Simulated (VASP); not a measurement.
# Pt in VASP: a series of runs, part 2 of 2

VASP 6.6.1.

## Step 3: Single point, r2SCAN

This run uses another cell than the first one, of 15.29 Å³/atom, 1.019 times its volume.

POSCAR reads:

```
Pt
1.0
    0.0000000000      1.9701103811      1.9701103811
    1.9701103811      0.0000000000      1.9701103811
    1.9701103811      1.9701103811      0.0000000000
Pt
1
Direct
    0.0000000000      0.0000000000      0.0000000000
```

INCAR.step1 reads:

```
SYSTEM = Pt
PREC     = Accurate       ! precision mode
ENCUT    = 520            ! plane-wave cutoff, eV
ISMEAR   = 0              ! smearing method
SIGMA    = 0.1            ! smearing width, eV
LREAL    = .FALSE.        ! projectors in reciprocal space
LASPH    = .TRUE.         ! aspherical terms in the spheres
NELM     = 80             ! most SCF steps
NBANDS   = 11             ! bands
GGA      = PE             ! functional
ALGO     = Normal         ! electronic algorithm
EDIFF    = 1E-4           ! SCF threshold, eV
LWAVE    = .TRUE.         ! write WAVECAR
LCHARG   = .FALSE.        ! write CHGCAR
```

INCAR.step2 reads:

```
SYSTEM = Pt
PREC     = Accurate       ! precision mode
ENCUT    = 520            ! plane-wave cutoff, eV
EDIFF    = 1E-6           ! SCF threshold, eV
ISMEAR   = 0              ! smearing method
SIGMA    = 0.1            ! smearing width, eV
LREAL    = .FALSE.        ! projectors in reciprocal space
LASPH    = .TRUE.         ! aspherical terms in the spheres
NELM     = 80             ! most SCF steps
ALGO     = Normal         ! electronic algorithm
ISIF     = 2              ! what is computed and relaxed
LWAVE    = .FALSE.        ! write WAVECAR
LCHARG   = .TRUE.         ! write CHGCAR
METAGGA  = R2SCAN         ! meta-GGA
LMIXTAU  = .TRUE.       
LELF     = .TRUE.         ! ELF
LVHAR    = .TRUE.       
NBANDS   = 11             ! bands
ISTART   = 1
```

KPOINTS reads:

```
Automatic mesh
0
G
  18 18 18
  0 0 0
```

Potentials or basis: VASP PAW PBE potentials, release 64 (Pt).

On the command line:

```
$ cat potpaw_PBE.64/Pt/POTCAR > POTCAR
$ cp INCAR.step1 INCAR
$ mpirun -np 1 vasp_std > vasp.out
$ cp INCAR.step2 INCAR
$ mpirun -np 1 vasp_std > vasp.out
```

OUTCAR:

```text
SYSTEM = Pt
   PREC = Accurate
   ENCUT = 520
   EDIFF = 1E-6
   ISMEAR = 0
   LREAL = .FALSE.
   LASPH = .TRUE.
   NELM = 80
   ISIF = 2
   METAGGA = R2SCAN
   ISTART = 1

 ion  position               nearest neighbor table
   1  0.000  0.000  0.000-

  LATTYP: Found a face centered cubic cell.
 ALAT       =     3.9402207622

  Lattice vectors:

 A1 = (   0.0000000000,   1.9701103811,   1.9701103811)
 A2 = (   1.9701103811,   0.0000000000,   1.9701103811)
 A3 = (   1.9701103811,   1.9701103811,   0.0000000000)

Analysis of symmetry for initial positions (statically):
[... 506 lines left out ...]
      4       7.3715      2.00000
      5       8.8672      2.00000
      6       9.5562      2.00000
      7      25.1473      0.00000
      8      28.1594      0.00000
      9      32.6808      0.00000
     10      34.2993      0.00000
     11      35.5063      0.00000

 [... further k-points ...]
[... 5 lines left out ...]
  --------------------------------------------------------------------------------------
  -------------------------------------------------------------------------------------
  Total        0.0661449      0.0661449      0.0661449     -0.0000000      0.0000000     -0.0000000
  in kB        6.9295534      6.9295534      6.9295534     -0.0000000      0.0000000     -0.0000000
  external PRESSURE =       6.9295534 kB  Pullay stress =       0.0000000 kB

 VOLUME and BASIS-vectors are now :
 -----------------------------------------------------------------------------
  energy-cutoff  :      520.00
  volume of cell :       15.29
      direct lattice vectors                 reciprocal lattice vectors
     0.000000000  1.970110381  1.970110381    -0.253792886  0.253792886  0.253792886
     1.970110381  0.000000000  1.970110381     0.253792886 -0.253792886  0.253792886
     1.970110381  1.970110381  0.000000000     0.253792886  0.253792886 -0.253792886

 POSITION                                       TOTAL-FORCE (eV/Angst)
 -----------------------------------------------------------------------------------
      0.00000      0.00000      0.00000         0.000000     -0.000000      0.000000
 -----------------------------------------------------------------------------------
    total drift:                               -0.000000      0.000000     -0.000000

  FREE ENERGIE OF THE ION-ELECTRON SYSTEM (eV)
  ---------------------------------------------------
  free  energy   TOTEN  =       -51.5016970524 eV

  energy  without entropy=      -51.4913665897  energy(sigma->0) =      -51.49653182
```

Run time: 76 s. Hardware: 1 thread of Intel Xeon Platinum 8488C (Sapphire Rapids), shared host; peak memory 0.17 GiB.

Results:

```yaml
Free_energy: -51.5017 eV
Pressure: 0.7 GPa
Band_gap_on_the_k_mesh: zero (band 5 reaches 11.26 eV, above the bottom of band 6 at 8.94 eV)
```

Caveat: the PAW data sets were made with another functional, which shifts forces and pressure a little; spin-orbit coupling is left out, which moves the levels of the heavy elements.

## Step 4: Single point, r2SCAN (biaxial strain in the a-b plane: +1.0 %)

POSCAR reads:

```
Pt
1.0
    1.9898114850      1.9898114850      0.0000000000
   -1.9898114850      1.9898114850      0.0000000000
    0.0000000000      0.0000000000      3.9165794377
Pt
2
Direct
    0.0000000000      0.0000000000      0.0000000000
    0.5000000000      0.5000000000      0.5000000000
```

INCAR.step1 reads:

```
SYSTEM = Pt
PREC = Accurate
ENCUT = 520
ISMEAR = 0
SIGMA = 0.1
LREAL = .FALSE.
LASPH = .TRUE.
NELM = 100
NBANDS = 17
GGA = PE
ALGO = Normal
EDIFF = 1E-4
LWAVE = .TRUE.
LCHARG = .FALSE.
```

INCAR.step2 reads:

```
SYSTEM = Pt
PREC = Accurate
ENCUT = 520
EDIFF = 1E-6
ISMEAR = 0
SIGMA = 0.1
LREAL = .FALSE.
LASPH = .TRUE.
NELM = 100
ALGO = Normal
ISIF = 2
LWAVE = .FALSE.
LCHARG = .FALSE.
METAGGA = R2SCAN
LMIXTAU = .TRUE.
NBANDS = 17
ISTART = 1
```

KPOINTS reads:

```
regular mesh
0
G
  18 18 14
  0 0 0
```

On the command line:

```
$ cat potpaw_PBE.64/Pt/POTCAR > POTCAR
$ cp INCAR.step1 INCAR
$ mpirun -np 1 vasp_std > vasp.out
$ cp INCAR.step2 INCAR
$ mpirun -np 1 vasp_std > vasp.out
```

It took 3.3 min on 1 thread of Intel Xeon 6975P-C (Granite Rapids), shared host; peak memory 0.3 GiB.

It converged, with:

| Property | Result |
| --- | --- |
| Free energy | -103.0045 eV |
| Pressure | -3.0 GPa |
| Band gap on the k mesh | zero (band 10 reaches 11.05 eV, above the bottom of band 11 at 9.29 eV) |

Stress tensor (GPa, compression positive):
```
-3.43  0.00  0.00
 0.00 -3.43  0.00
 0.00  0.00 -2.23
```

Levels at points of the mesh, in eV from the Fermi level:
```
           k point  band 7  band 8  band 9  band 10  band 11  band 12  band 13  band 14
(0.00, 0.00, 0.00)   -1.77   -1.57   -0.06     0.51     0.51     2.22     9.33    11.74
(0.50, 0.00, 0.00)   -2.59   -2.59   -1.73    -1.73     1.81     1.81    11.41    11.41
(0.50, 0.50, 0.00)    0.42    0.42    0.57     0.57     1.91     1.91     8.90     8.90
(0.00, 0.00, 0.50)   -2.13   -2.13   -2.13    -2.13    -0.97    -0.97    17.69    17.69
(0.50, 0.00, 0.50)   -0.17   -0.17   -0.02    -0.02     0.08     0.08     5.95     5.95
(0.50, 0.50, 0.50)   -1.98   -1.98    0.42     0.42     7.17     7.17     8.61     8.61
```

Caveat: the cell differs from its parent crystal (biaxial strain in the a-b plane: +1.0 %); the PAW data sets were made with another functional, which shifts forces and pressure a little; spin-orbit coupling is left out, which moves the levels of the heavy elements.

## Step 5: Single point, r2SCAN (biaxial strain in the a-b plane: +2.0 %)

POSCAR reads:

```
Pt
1.0
    2.0095125888      2.0095125888      0.0000000000
   -2.0095125888      2.0095125888      0.0000000000
    0.0000000000      0.0000000000      3.8929381131
Pt
2
Direct
    0.0000000000      0.0000000000      0.0000000000
    0.5000000000      0.5000000000      0.5000000000
```

INCAR.step1 reads:

```
  ALGO = Normal
  EDIFF = 1E-4
  ENCUT = 520
  GGA = PE
  ISMEAR = 0
  LASPH = T
  LCHARG = F
  LREAL = F
  LWAVE = T
  NBANDS = 17
  NELM = 100
  PREC = Accurate
  SIGMA = 0.1
```

INCAR.step2 reads:

```
  ALGO = Normal
  EDIFF = 1E-6
  ENCUT = 520
  ISIF = 2
  ISMEAR = 0
  ISTART = 1
  LASPH = T
  LCHARG = F
  LMIXTAU = T
  LREAL = F
  LWAVE = F
  METAGGA = R2SCAN
  NBANDS = 17
  NELM = 100
  PREC = Accurate
  SIGMA = 0.1
```

KPOINTS reads:

```
k-points
0
Gamma
  18 18 14
```

On the command line:

```
$ cat potpaw_PBE.64/Pt/POTCAR > POTCAR
$ cp INCAR.step1 INCAR
$ mpirun -np 1 vasp_std > vasp.out
$ cp INCAR.step2 INCAR
$ mpirun -np 1 vasp_std > vasp.out
```

Run time: 3.4 min. Hardware: 1 thread of Intel Xeon 6975P-C (Granite Rapids), shared host; peak memory 0.31 GiB.

The run converged. Its results:

| Item | Value |
| --- | --- |
| Free energy | -102.9888 eV |
| Pressure | -6.3 GPa |
| Band gap on the k mesh | zero (band 10 reaches 10.85 eV, above the bottom of band 11 at 9.02 eV) |

Stress tensor (GPa, compression positive):
```
-7.02  0.00  0.00
 0.00 -7.02  0.00
 0.00  0.00 -4.94
```

Levels at points of the mesh, in eV from the Fermi level:
```tsv
k point	band 6	band 7	band 8	band 9	band 10	band 11	band 12	band 13	band 14	band 15
(0.00, 0.00, 0.00)	-3.41	-1.83	-1.44	-0.06	0.51	0.51	2.46	9.46	11.50	11.50
(0.50, 0.00, 0.00)	-4.07	-2.55	-2.55	-1.73	-1.73	1.68	1.68	11.55	11.55	13.48
(0.50, 0.50, 0.00)	-0.06	0.33	0.33	0.63	0.63	1.85	1.85	8.63	8.63	12.02
(0.00, 0.00, 0.50)	-2.74	-2.13	-2.13	-2.13	-2.13	-1.00	-1.00	17.51	17.51	17.51
(0.50, 0.00, 0.50)	-3.56	-0.11	-0.11	-0.07	-0.07	0.13	0.13	5.86	5.86	15.21
(0.50, 0.50, 0.50)	-4.40	-1.90	-1.90	0.33	0.33	6.91	6.91	8.59	8.59	8.59
```

Caveat: the cell differs from its parent crystal (biaxial strain in the a-b plane: +2.0 %); the PAW data sets were made with another functional, which shifts forces and pressure a little; spin-orbit coupling is left out, which moves the levels of the heavy elements.

## Step 6: The runs side by side

| cell | k mesh | gap on the mesh (eV) | pressure (GPa) |
| --- | --- | --- | --- |
| a = 2.769 Å, angles 60.0°, 1 atom | 8 × 8 × 8 | none | 5.4 |
| a = 2.786 Å, angles 60.0°, 1 atom | 18 × 18 × 18 | none | 0.7 |
| a = 2.814, b = 2.814, c = 3.917 Å, 2 atoms | 18 × 18 × 14 | none | -3.0 |
| a = 2.842, b = 2.842, c = 3.893 Å, 2 atoms | 18 × 18 × 14 | none | -6.3 |

Alike in all rows: task single point; level r2SCAN; potentials or basis VASP PAW PBE potentials, release 64 (Pt); no spin polarisation; cutoff (eV) 520; smearing gaussian 0.1 eV.

Caveats: the PAW data sets were made with another functional, which shifts forces and pressure a little; spin-orbit coupling is left out, which moves the levels of the heavy elements.

Absolute energies hang on the potentials; compare differences alone.
